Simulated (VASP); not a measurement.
Ta3N:

```xyz
8
Lattice="5.5805 0.0000 0.0000 -2.7902 4.8328 0.0000 0.0000 0.0000 4.4792" Properties=species:S:1:pos:R:3 pbc="T T T"
Ta    2.7902    3.2187    1.1198
Ta   -1.3923    4.0257    3.3594
Ta    1.3979    0.8071    1.1198
Ta    0.0000    1.6142    3.3594
Ta    4.1826    0.8071    1.1198
Ta    1.3923    4.0257    3.3594
N     0.0000    3.2219    1.1198
N     2.7902    1.6109    3.3594
```

- Program: VASP 6.6.1
- Task: relaxation of cell and atoms
- Functional: PBE
- Potentials or basis: VASP PAW PBE potentials, release 64 (Ta_pv, N)
- Cutoff: 600 eV
- k mesh: 6 × 6 × 4
- Occupations: gaussian, width 0.1 eV
- Spin: no spin polarisation

At the start: pressure 5.6 GPa; volume 15.10 Å³/atom.

Q: Where does the relaxation end?

A: Over 7 steps the energy falls by 47.4 meV/atom and the volume is 15.56 Å³/atom (+3.1 %); space group P6_3/mmc (No. 194, to 0.1 Å) before and after.

The path:
```tsv
step	energy change (eV)	largest force (eV/Å)	pressure (GPa)	volume (Å³)
1	0.0000	0.0738	5.57	120.80
2	-0.1722	0.4363	-7.17	130.10
3	-0.2195	0.2929	-3.41	127.12
4	-0.3755	0.0746	-1.18	125.34
5	-0.3759	0.0605	-1.06	125.26
6	-0.3743	0.0740	1.35	123.61
7	-0.3789	0.0015	0.00	124.52
```

Final structure:
```
Ta N
1.0
     5.46602    0.00000    0.00000
    -2.73301    4.73371    0.00000
     0.00000    0.00000    4.81245
Ta N
6 2
Direct
  0.83409 0.66818 0.25000
  0.16591 0.83409 0.75000
  0.33182 0.16591 0.25000
  0.16591 0.33182 0.75000
  0.83409 0.16591 0.25000
  0.66818 0.83409 0.75000
  0.33333 0.66667 0.25000
  0.66667 0.33333 0.75000
```
